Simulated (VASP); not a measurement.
# Ir (I4/mmm) in VASP: a series of runs

Runs on Ir. Level: PBEsol. Tasks: single point.

Program: VASP 6.6.1. These are calculated values, not measurements. Logs are shortened: lines on timing, memory, paths and dates and some standing lists are left out, and cuts for length are marked.

### 1 The cell of the first run

It takes space group I4/mmm (No. 139, tetragonal). The conventional cell has a = 2.647 Å, b = 2.647 Å, c = 4.031 Å, α = 90.00°, β = 90.00°, γ = 90.00°. Within 3.5 Å of Ir (site symmetry 4/mmm) lie 12 Ir at 2.65 to 2.75 Å.

### 2 Single point, PBEsol (strain -0.025 along x and y, +0.050 along z)

File INCAR:

```
SYSTEM = Ir
PREC = Accurate ; ENCUT = 560
EDIFF = 1E-6 ; ISMEAR = 0
SIGMA = 0.15 ; LREAL = .False.
LASPH = .True. ; NELM = 120
ALGO = Normal ; ISIF = 2
LWAVE = .False. ; LCHARG = .True.
GGA = PS ; LELF = .True.
LVHAR = .True. ; NBANDS = 14
GGA_COMPAT = .False.
```

File KPOINTS:

```
Automatic mesh
0
Gamma
  22 22 22
  0 0 0
```

File POSCAR:

```
Ir
1.0
    0.0000000000      1.8717075000      2.0156850000
    1.8717075000      0.0000000000      2.0156850000
    1.8717075000      1.8717075000      0.0000000000
Ir
1
Direct
    0.0000000000      0.0000000000      0.0000000000
```

Potentials or basis: VASP PAW PBE potentials, release 64 (Ir_sv_GW).

Run with:

```sh
cat potpaw_PBE.64/Ir_sv_GW/POTCAR > POTCAR
mpirun -np 1 vasp_std > vasp.out
```

OUTCAR:

```text
SYSTEM = Ir
   PREC = Accurate
   ENCUT = 560
   EDIFF = 1E-6
   ISMEAR = 0
   LREAL = .False.
   LASPH = .True.
   NELM = 120
   ISIF = 2
   GGA = PS

 ion  position               nearest neighbor table
   1  0.000  0.000  0.000-

  LATTYP: Found a body centered tetragonal cell.
 ALAT       =     2.6469941313
 C/A-ratio  =     1.5229992210

  Lattice vectors:

 A1 = (  -1.8717075000,   0.0000000000,   2.0156850000)
 A2 = (   1.8717075000,   0.0000000000,   2.0156850000)
 A3 = (   0.0000000000,   1.8717075000,  -2.0156850000)

Analysis of symmetry for initial positions (statically):
=====================================================================
 Subroutine PRICEL returns:
 Original cell was already a primitive cell.

 Routine SETGRP: Setting up the symmetry group for a
 body centered tetragonal supercell.

 Subroutine GETGRP returns: Found 16 space group operations
 (whereof 16 operations were pure point group operations)
 out of a pool of 16 trial point group operations.

The static configuration has the point symmetry D_4h.

Analysis of symmetry for dynamics (positions and initial velocities):
=====================================================================
 Subroutine PRICEL returns:
 Original cell was already a primitive cell.

 Routine SETGRP: Setting up the symmetry group for a
 body centered tetragonal supercell.

 Subroutine GETGRP returns: Found 16 space group operations
 (whereof 16 operations were pure point group operations)
 out of a pool of 16 trial point group operations.

The dynamic configuration has the point symmetry D_4h.

 Subroutine INISYM returns: Found 16 space group operations
 (whereof 16 operations are pure point group operations),
 and found     1 'primitive' translations

----------------------------------------------------------------------------------------

                                     Primitive cell

  volume of cell :      14.1231

  direct lattice vectors                    reciprocal lattice vectors
     0.000000000  1.871707500  2.015685000    -0.267135757  0.267135757  0.248054632
     1.871707500  0.000000000  2.015685000     0.267135757 -0.267135757  0.248054632
     1.871707500  1.871707500  0.000000000     0.267135757  0.267135757 -0.248054632

  length of vectors
     2.750686275  2.750686275  2.646994131     0.451944826  0.451944826  0.451944826

  position of ions in fractional coordinates (direct lattice)
     0.000000000  0.000000000  0.000000000

  ion indices of the primitive-cell ions
   primitive index   ion index
                 1           1

----------------------------------------------------------------------------------------

 KPOINTS: Automatic mesh

Automatic generation of k-mesh.
 Grid dimensions read from file:
 generate k-points for:   22   22   22

 Generating k-lattice:

  Cartesian coordinates                     Fractional coordinates (reciprocal lattice)
    -0.012142534  0.012142534  0.011275211     0.045454545 -0.000000000  0.000000000
     0.012142534 -0.012142534  0.011275211    -0.000000000  0.045454545  0.000000000
     0.012142534  0.012142534 -0.011275211     0.000000000  0.000000000  0.045454545

  Length of vectors
     0.020542947  0.020542947  0.020542947

  Shift w.r.t. Gamma in fractional coordinates (k-lattice)
     0.000000000  0.000000000  0.000000000

 Subroutine IBZKPT returns following result:
 ===========================================

 Found    834 irreducible k-points:

 Following reciprocal coordinates:
            Coordinates               Weight
  0.000000  0.000000  0.000000      1.000000
  0.045455  0.000000  0.000000      8.000000
  0.090909  0.000000  0.000000      8.000000
  0.136364 -0.000000  0.000000      8.000000
  0.181818  0.000000  0.000000      8.000000
  0.227273 -0.000000  0.000000      8.000000
[... 16 lines left out ...]
  0.500000  0.045455  0.000000      8.000000
 -0.454545  0.045455  0.000000      8.000000
 [... further k-points ...]
   k-points           NKPTS =    834   k-points in BZ     NKDIM =    834   number of bands    NBANDS=     14
   number of dos      NEDOS =    301   number of ions     NIONS =      1
   total plane-waves  NPLWV =  11520
   dimension x,y,z NGX =    24 NGY =   24 NGZ =   20
   dimension x,y,z NGXF=    48 NGYF=   48 NGZF=   40
   ions per type =               1
   NGX,Y,Z   is equivalent  to a cutoff of  14.51, 14.51, 12.56 a.u.
   NGXF,Y,Z  is equivalent  to a cutoff of  29.01, 29.01, 25.12 a.u.
 SYSTEM =  Ir
   PREC   = accura    normal or accurate (medium, high low for compatibility)
   ISTART =      0    job   : 0-new  1-cont  2-samecut
   ICHARG =      2    charge: 1-file 2-atom 10-const
   ISPIN  =      1    spin polarized calculation?
   LNONCOLLINEAR =      F non collinear calculations
   LSORBIT =      F    spin-orbit coupling
   LASPH  =      T    aspherical Exc in radial PAW
   ENCUT  =  560.0 eV  41.16 Ry    6.42 a.u.   5.31  5.31  5.11*2*pi/ulx,y,z
   NELM   =    120;   NELMIN=  2; NELMDL= -5     # of ELM steps
   EDIFF  = 0.1E-05   stopping-criterion for ELM
   LREAL  =      F    real-space projection
[... 7 lines left out ...]
   TEBEG  =    0.0;   TEEND  =   0.0 temperature during run
   PSTRESS=    0.0 pullay stress
   NELECT =      17.0000    total number of electrons
   NUPDOWN=      -1.0000    fix difference up-down
   EMIN   =  10.00;   EMAX   =-10.00  energy-range for DOS
   EFERMI =   0.00;   METHOD = LEGACY
   ISMEAR =     0;   SIGMA  =   0.15  broadening in eV -4-tet -1-fermi 0-gaus
   EFERMI_NEDOS =   21; number of points for ismear=-14 and -15
   IALGO  =     38    algorithm
   IMIX   =      4    mixing-type and parameters
     AMIX     =   0.40;   BMIX     =  1.00
     AMIX_MAG =   1.60;   BMIX_MAG =  1.00
  volume/ion in A,a.u.               =      14.12        95.31
  Fermi-wavevector in a.u.,A,eV,Ry     =   1.741466  3.290893 41.262428  3.032703
  Thomas-Fermi vector in A             =   2.813918
   LORBIT       =      0    0 simple, 1 ext, 2 COOP (PROOUT), +10 PAW based schemes
   GGA     = PS    functional components
   LHFCALC =     F    Hartree Fock is set to
   AEXX    =    0.0000 exact exchange contribution
   IVDW    =     0    specifies the selected vdW correction
   LEPSILON=     F    determine dielectric tensor
   LRPA    =     F    only Hartree local field effects (RPA)
 non-spin polarized calculation
 Gauss-broadening in eV      SIGMA  =   0.15
  energy-cutoff  :      560.00
  volume of cell :       14.12
 maximum number of plane-waves:       440
 NGX is ok and might be reduce to    24
   NGX = 11   NGY = 11   NGZ = 11

 number of electron      17.0000000 magnetization

 Free energy of the ion-electron system (eV)
  ---------------------------------------------------
  ext. energy  EPLUGINS =         0.00000000
  ---------------------------------------------------
  free energy    TOTEN  =       -10.33875929 eV

  energy without entropy =      -10.32712700  energy(sigma->0) =      -10.33294314

 E-fermi :  12.7309     XC(G=0): -14.7148

 val. band max:       12.7306347408   @ k =   0.3636   0.1818   0.0000
 cond. band min:      12.7324210267   @ k =   0.3182   0.0909   0.0000
 fundamental gap:      0.0017862859
 Fermi energy:        12.7308775769

 k-point     1 :       0.0000    0.0000    0.0000
  band No.  band energies     occupation
      1     -80.2518      2.00000
      2     -36.6766      2.00000
      3     -36.6089      2.00000
      4     -36.6089      2.00000
      5       1.5793      2.00000
      6       8.2189      2.00000
      7       9.2431      2.00000
      8       9.2431      2.00000
      9      10.8700      2.00000
     10      12.2241      2.00000
     11      26.4453      0.00000
     12      30.4176      0.00000
     13      32.6510      0.00000
     14      32.6510      0.00000

 k-point     2 :       0.0455    0.0000    0.0000
  band No.  band energies     occupation
      1     -80.2506      2.00000
      2     -36.6844      2.00000
      3     -36.6219      2.00000
      4     -36.6101      2.00000
      5       1.6726      2.00000
      6       8.2398      2.00000
      7       9.2089      2.00000
      8       9.2832      2.00000
      9      10.8562      2.00000
     10      12.1845      2.00000
     11      26.6081      0.00000
     12      30.4301      0.00000
     13      32.3079      0.00000
     14      32.8139      0.00000

 k-point     3 :       0.0909    0.0000    0.0000
  band No.  band energies     occupation
      1     -80.2463      2.00000
      2     -36.7125      2.00000
      3     -36.6515      2.00000
      4     -36.6140      2.00000
      5       1.9463      2.00000
      6       8.2819      2.00000
      7       9.1273      2.00000
      8       9.3961      2.00000
      9      10.8340      2.00000
     10      12.0785      2.00000
     11      27.0685      0.00000
     12      30.1437      0.00000
     13      31.9860      0.00000
     14      33.2928      0.00000
[... 324 lines left out ...]
 k-point    23 :       0.5000    0.0455    0.0000
  band No.  band energies     occupation
      1     -80.1846      2.00000
      2     -37.4226      2.00000
      3     -36.8190      2.00000
      4     -36.6805      2.00000
      5       4.7035      2.00000
      6       8.2165      2.00000
      7       9.3523      2.00000
      8      11.5946      2.00000
      9      13.4501      0.00000
     10      14.2424      0.00000
     11      20.1088      0.00000
     12      26.0301      0.00000
     13      31.4322      0.00000
     14      32.4438      0.00000

 k-point    24 :      -0.4545    0.0455    0.0000
  band No.  band energies     occupation
      1     -80.1846      2.00000
      2     -37.4215      2.00000
      3     -36.8201      2.00000
      4     -36.6771      2.00000
      5       4.7069      2.00000
      6       8.2455      2.00000
      7       9.3452      2.00000
      8      11.4718      2.00000
      9      13.3330      0.00000
     10      14.3574      0.00000
     11      20.2178      0.00000
     12      26.0719      0.00000
     13      31.2673      0.00000
     14      32.7045      0.00000

 [... further k-points ...]

------------------------ aborting loop because EDIFF is reached ----------------------------------------

  FORCE on cell =-STRESS in cart. coord.  units (eV):
  Direction    XX          YY          ZZ          XY          YZ          ZX
  --------------------------------------------------------------------------------------
  -------------------------------------------------------------------------------------
  Total        0.6264037      0.6264037     -1.8898427      0.0000000     -0.0000000      0.0000000
  in kB       71.0618150     71.0618150   -214.3915301      0.0000000     -0.0000000      0.0000000
  external PRESSURE =     -24.0893000 kB  Pullay stress =       0.0000000 kB

 VOLUME and BASIS-vectors are now :
 -----------------------------------------------------------------------------
  energy-cutoff  :      560.00
  volume of cell :       14.12
      direct lattice vectors                 reciprocal lattice vectors
     0.000000000  1.871707500  2.015685000    -0.267135757  0.267135757  0.248054632
     1.871707500  0.000000000  2.015685000     0.267135757 -0.267135757  0.248054632
     1.871707500  1.871707500  0.000000000     0.267135757  0.267135757 -0.248054632

 POSITION                                       TOTAL-FORCE (eV/Angst)
 -----------------------------------------------------------------------------------
      0.00000      0.00000      0.00000         0.000000     -0.000000     -0.000000
 -----------------------------------------------------------------------------------
    total drift:                                0.000000      0.000000      0.000000

  FREE ENERGIE OF THE ION-ELECTRON SYSTEM (eV)
  ---------------------------------------------------
  free  energy   TOTEN  =       -10.3387592851 eV

  energy  without entropy=      -10.3271270031  energy(sigma->0) =      -10.33294314
```

It took 94 s on 1 thread of Intel Xeon Platinum 8259CL at 2.50GHz (Skylake/Cascade Lake), shared host; peak memory 0.31 GiB.

Results:

- Free energy: -10.3388 eV
- Pressure: -2.4 GPa
- Band gap on the k mesh: zero (an odd number of electrons rules out a gap without spin polarisation)

Levels at points of the mesh, in eV from the Fermi level:
| k point | band 6 | band 7 | band 8 | band 9 | band 10 | band 11 |
| --- | --- | --- | --- | --- | --- | --- |
| (0.00, 0.00, 0.00) | -4.51 | -3.49 | -3.49 | -1.86 | -0.51 | 13.71 |
| (0.50, 0.00, 0.00) | -4.45 | -3.44 | -0.75 | 0.71 | 1.18 | 7.36 |
| (0.50, 0.50, 0.00) | -7.31 | 0.70 | 1.05 | 1.46 | 1.46 | 9.22 |
| (0.50, 0.00, 0.50) | -7.31 | 0.80 | 1.01 | 2.07 | 2.22 | 10.69 |

Caveat: the cell differs from its parent crystal (strain -0.025 along x and y, +0.050 along z); the stress differs along the axes, from -21 to 7 GPa; the PAW data sets were made with another functional, which shifts forces and pressure a little; spin-orbit coupling is left out, which moves the levels of the heavy elements.

### 3 Single point, PBEsol (strain -0.025 along x and y, +0.025 along z)

File INCAR:

```
PREC     = Accurate       # precision mode
ENCUT    = 560            # plane-wave cutoff, eV
EDIFF    = 1E-6           # SCF threshold, eV
ISMEAR   = 0              # smearing method
SIGMA    = 0.15           # smearing width, eV
LREAL    = False          # projectors in reciprocal space
LASPH    = True           # aspherical terms in the spheres
NELM     = 120            # most SCF steps
ALGO     = Normal         # electronic algorithm
ISIF     = 2              # what is computed and relaxed
LWAVE    = False          # write WAVECAR
LCHARG   = False          # write CHGCAR
GGA      = PS             # functional
NBANDS   = 14             # bands
GGA_COMPAT= False
```

File KPOINTS:

```
regular mesh
0
Gamma
  22 22 22
```

File POSCAR:

```
Ir
1.0
    0.0000000000      1.8717075000      1.9676925000
    1.8717075000      0.0000000000      1.9676925000
    1.8717075000      1.8717075000      0.0000000000
Ir
1
Direct
    0.0000000000      0.0000000000      0.0000000000
```

Potentials or basis: VASP PAW PBE potentials, release 64 (Ir_sv_GW).

Run with:

```sh
cat potpaw_PBE.64/Ir_sv_GW/POTCAR > POTCAR
mpirun -np 1 vasp_std > vasp.out
```

It took 89 s on 1 thread of AMD EPYC 9R45 (Zen 5), shared host; peak memory 0.27 GiB.

It converged, with:

```
Free energy            : -10.3657 eV
Pressure               : 6.5 GPa
Band gap on the k mesh : zero (an odd number of electrons rules out a gap without spin polarisation)
```

Stress tensor (GPa, compression positive):
```
13.36  0.00  0.00
 0.00 13.36  0.00
 0.00  0.00 -7.34
```

Levels at points of the mesh, in eV from the Fermi level:
```tsv
k point	band 5	band 6	band 7	band 8	band 9	band 10	band 11	band 12
(0.00, 0.00, 0.00)	-11.42	-4.47	-3.77	-3.77	-1.68	-0.74	13.58	18.15
(0.50, 0.00, 0.00)	-8.37	-4.47	-3.76	-0.83	0.81	1.17	7.58	13.16
(0.50, 0.50, 0.00)	-8.25	-7.58	0.99	1.04	1.55	1.55	9.96	12.19
(0.50, 0.00, 0.50)	-8.18	-7.61	0.90	1.24	1.97	2.05	11.00	11.38
```

Caveat: the cell differs from its parent crystal (strain -0.025 along x and y, +0.025 along z); the stress differs along the axes, from -7 to 13 GPa; the PAW data sets were made with another functional, which shifts forces and pressure a little; spin-orbit coupling is left out, which moves the levels of the heavy elements.

### 4 Single point, PBEsol (strain +0.000 along x and y, -0.025 along z)

File INCAR:

```
PREC = Accurate
ENCUT = 560
EDIFF = 1E-6
ISMEAR = 0
SIGMA = 0.15
LREAL = F
LASPH = T
NELM = 120
ALGO = Normal
ISIF = 2
LWAVE = F
LCHARG = F
GGA = PS
NBANDS = 14
GGA_COMPAT = F
```

File KPOINTS:

```
Automatic mesh
0
Gamma
  22 22 22
```

File POSCAR:

```
Ir
1.0
    0.0000000000      1.9197000000      1.8717075000
    1.9197000000      0.0000000000      1.8717075000
    1.9197000000      1.9197000000      0.0000000000
Ir
1
Direct
    0.0000000000      0.0000000000      0.0000000000
```

Run with:

```sh
cat potpaw_PBE.64/Ir_sv_GW/POTCAR > POTCAR
mpirun -np 1 vasp_std > vasp.out
```

Run time: 2.1 min. Hardware: 1 thread of Intel Xeon Platinum 8375C at 2.90GHz (Ice Lake), shared host; peak memory 0.31 GiB.

It converged, with:

```
Free energy            : -10.3883 eV
Pressure               : 5.7 GPa
Band gap on the k mesh : zero (an odd number of electrons rules out a gap without spin polarisation)
```

Stress tensor (GPa, compression positive):
```
 2.37  0.00  0.00
 0.00  2.37  0.00
 0.00  0.00 12.35
```

Levels at points of the mesh, in eV from the Fermi level:
| k point | band 6 | band 7 | band 8 | band 9 | band 10 | band 11 |
| --- | --- | --- | --- | --- | --- | --- |
| (0.00, 0.00, 0.00) | -4.13 | -4.13 | -3.79 | -1.43 | -0.98 | 13.55 |
| (0.50, 0.00, 0.00) | -4.31 | -3.94 | -0.83 | 0.89 | 1.09 | 7.55 |
| (0.50, 0.50, 0.00) | -7.63 | 0.94 | 1.61 | 1.61 | 2.05 | 11.28 |
| (0.50, 0.00, 0.50) | -7.59 | 0.97 | 1.41 | 1.50 | 1.75 | 10.64 |

Caveat: the cell differs from its parent crystal (strain +0.000 along x and y, -0.025 along z); the stress differs along the axes, from 2 to 12 GPa; the PAW data sets were made with another functional, which shifts forces and pressure a little; spin-orbit coupling is left out, which moves the levels of the heavy elements.

### 5 Summary

| cell | gap on the mesh (eV) | pressure (GPa) |
| --- | --- | --- |
| a = 2.751, b = 2.751, c = 2.647 Å, angles 61.2, 61.2, 57.5°, 1 atom | none | -2.4 |
| a = 2.716, b = 2.716, c = 2.647 Å, angles 60.8, 60.8, 58.3°, 1 atom | none | 6.5 |
| a = 2.681, b = 2.681, c = 2.715 Å, angles 59.6, 59.6, 60.8°, 1 atom | none | 5.7 |

Alike in all rows: task single point; level PBEsol; potentials or basis VASP PAW PBE potentials, release 64 (Ir_sv_GW); no spin polarisation; k mesh 22 × 22 × 22; cutoff (eV) 560; smearing gaussian 0.15 eV.

Caveats: the PAW data sets were made with another functional, which shifts forces and pressure a little; spin-orbit coupling is left out, which moves the levels of the heavy elements; the stress differs along the axes, from -21 to 7 GPa (at least some runs); the stress differs along the axes, from -7 to 13 GPa (at least some runs); the stress differs along the axes, from 2 to 12 GPa (at least some runs).

Absolute energies hang on the potentials; compare differences alone.
